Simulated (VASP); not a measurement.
## HfCl2: relaxation of cell and atoms with PBE+D3(BJ)

Crystal: HfCl2.

```xyz
3
Lattice="1.8330 1.0583 5.6167 -1.8330 1.0583 5.6167 0.0000 -2.1166 5.6167" Properties=species:S:1:pos:R:3 pbc="T T T"
Hf    0.0000    0.0000    8.4250
Cl    0.0000    0.0000   12.5317
Cl    0.0000    0.0000    4.3184
```

```json
{
  "Program": "VASP 6.6.1",
  "Task": "relaxation of cell and atoms",
  "Functional": "PBE",
  "Dispersion": "D3(BJ)",
  "Potentials or basis": "VASP PAW PBE potentials, release 64 (Hf_pv, Cl)",
  "Cutoff": "600 eV",
  "k mesh": "6 × 6 × 6",
  "Occupations": "gaussian, width 0.1 eV",
  "Spin": "no spin polarisation",
  "Dipole correction": "no",
  "Further INCAR settings": "ALGO = Normal; EDIFF = 1e-07; IBRION = 2; EDIFFG = -0.04; NSW = 90; ISIF = 3"
}
```

- Relaxed volume: 20.21 Å³/atom
- Relaxed cell: a = 6.959 Å, b = 6.959 Å, c = 6.959 Å, α = 26.85°, β = 26.85°, γ = 26.85°
- Space group after relaxing (to 0.05 Å): R-3m (No. 166)
- Energy gained by relaxing: 271.3 meV/atom
- Ionic steps: 14
- Pressure after relaxing: 0.1 GPa
- Largest force after relaxing: 0.028 eV/Å
- Band gap on the k mesh: zero (band 12 reaches 6.32 eV, above the bottom of band 13 at 5.52 eV)
- Dispersion energy per atom: -0.308 eV

Forces in eV/Å, atoms in the order of the input:
```
Hf   0.000  0.000  0.000
Cl   0.000  0.000 -0.028
Cl   0.000  0.000  0.028
```

Stress tensor (GPa, compression positive):
```
0.19 0.00 0.00
0.00 0.19 0.00
0.00 0.00 0.03
```

Step by step:
| step | energy change (eV) | largest force (eV/Å) | pressure (GPa) | volume (Å³) |
| --- | --- | --- | --- | --- |
| 1 | 0.0000 | 0.0265 | -5.11 | 65.37 |
| 2 | -0.3076 | 0.9720 | 3.49 | 58.89 |
| 3 | -0.3238 | 1.3202 | 6.80 | 57.17 |
| 4 | -0.5129 | 1.2062 | 6.72 | 56.59 |
| 5 | -0.6443 | 0.1092 | 9.03 | 54.25 |
| 6 | -0.7127 | 0.6467 | 7.42 | 55.32 |
| 7 | -0.7148 | 0.5236 | 7.72 | 55.07 |
| 8 | -0.8002 | 0.0224 | 1.54 | 57.97 |
| 9 | -0.8038 | 0.1548 | 0.08 | 58.80 |
| 10 | -0.8038 | 0.1427 | 0.21 | 58.72 |
| 11 | -0.8050 | 0.1338 | 0.20 | 58.81 |
| 12 | -0.8080 | 0.1071 | 0.16 | 59.07 |
| 13 | -0.8121 | 0.0580 | 0.12 | 59.59 |
| 14 | -0.8138 | 0.0282 | 0.13 | 60.64 |

Final structure:
```yaml
crystal:
  lattice:
    - [1.61585, 0.93291, 6.70425]
    - [-1.61585, 0.93291, 6.70425]
    - [0.00000, -1.86583, 6.70425]
  atoms:
    - { symbol: Hf, position: [0.50000, 0.50000, 0.50000] }
    - { symbol: Cl, position: [0.74333, 0.74333, 0.74333] }
    - { symbol: Cl, position: [0.25667, 0.25667, 0.25667] }
```

Levels at points of the mesh, in eV from the Fermi level:
| k point | band 9 | band 10 | band 11 | band 12 | band 13 | band 14 | band 15 | band 16 |
| --- | --- | --- | --- | --- | --- | --- | --- | --- |
| (0.00, 0.00, 0.00) | -4.16 | -3.28 | -3.28 | -1.51 | 1.15 | 1.15 | 3.14 | 3.14 |
| (0.50, 0.00, 0.00) | -5.03 | -4.91 | -4.06 | -1.66 | 3.30 | 3.57 | 3.89 | 4.06 |
| (0.50, 0.50, 0.00) | -5.22 | -4.79 | -4.22 | -1.88 | 2.82 | 3.37 | 3.79 | 4.57 |
| (0.50, 0.50, 0.50) | -4.11 | -3.35 | -3.35 | -0.80 | 1.19 | 1.19 | 3.13 | 3.13 |

It took 5.4 min on 1 thread of Intel(R) Xeon(R) 6975P-C (Granite Rapids), with other jobs on the host, peak memory 0.37 GiB.

Caveat: spin-orbit coupling is left out, which moves the levels of the heavy elements; pairwise dispersion overbinds metals, which lowers pressure and volume.
